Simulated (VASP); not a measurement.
Wanted: the native input for a VASP 6.6.1 run.

* Task: single point
* Functional: PBE
* Potentials or basis: VASP PAW PBE potentials, release 64 (Ga_d, As)
* Cutoff: 500 eV
* k mesh: 10 × 10 × 10
* Occupations: gaussian, width 0.01 eV
* Spin: no spin polarisation
* Dipole correction: no
* Further INCAR settings: ALGO = Normal; EDIFF = 1e-06; NBANDS = 16

The structure of GaAs (mix) lies in POSCAR:

```
GaAs
1.0
    0.0000000000      2.8726908275      2.8726908275
    2.8726908275      0.0000000000      2.8726908275
    2.8726908275      2.8726908275      0.0000000000
Ga As
1 1
Direct
    0.0000000000      0.0000000000      0.0000000000
    0.2500000000      0.2500000000      0.2500000000
```

These files were run (other wordings do the same):

INCAR

```
SYSTEM = GaAs
PREC = Accurate
ENCUT = 500
EDIFF = 1E-6
ISMEAR = 0
SIGMA = 0.01
LREAL = .FALSE.
LASPH = .TRUE.
NELM = 120
ALGO = Normal
ISIF = 2
LWAVE = .FALSE.
LCHARG = .TRUE.
GGA = PE
LELF = .TRUE.
LVHAR = .TRUE.
NBANDS = 16
GGA_COMPAT = .FALSE.
```

KPOINTS

```
Automatic mesh
0
G
  10 10 10
  0 0 0
```

Potentials or basis: VASP PAW PBE potentials, release 64 (Ga_d, As).

The run is started by

```console
$ cat potpaw_PBE.64/Ga_d/POTCAR potpaw_PBE.64/As/POTCAR > POTCAR
$ mpirun -np 1 vasp_std > vasp.out
```

It gave:

```
Pressure               : 0.1 GPa
Band gap on the k mesh : 0.16 eV, direct
```

Wall time 46 s on 1 thread of AMD EPYC 7R43 64-Core Processor (Zen 3) (shared host), peak memory 0.15 GiB.
